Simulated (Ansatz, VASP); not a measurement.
# Cd in VASP and in Ansatz

```
Cd
1.0
     0.00000    2.25383    2.25383
     2.25383    0.00000    2.25383
     2.25383    2.25383    0.00000
Cd
1
Direct
  0.00000 0.00000 0.00000
```

Alike in both runs: functional PBE; k mesh 16 × 16 × 16; occupations gaussian, width 0.1 eV; no spin polarisation.

Ansatz relaxed the structure, and its values are those at the end. VASP's run is a single point on that final structure, the one shown.

```csv
,VASP,Ansatz
version,VASP 6.6.1,Ansatz 0.2.0
potentials or method,"VASP PAW PBE potentials, release 64 (Cd), cutoff 520 eV","scalar-relativistic, plane waves, PAW"
valence electrons in the cell,12,20
```

```csv
,VASP,Ansatz,Ansatz less VASP
gap on the k mesh at the Fermi level (eV),none,none,-
pressure (GPa),0.3,0.0,-0.29
```

A gap of «none» marks a metal or a gap that the smearing closes. VASP's potentials hold 12 valence electrons a cell and Ansatz's 20, so a difference there can come from the potentials and not from the codes.
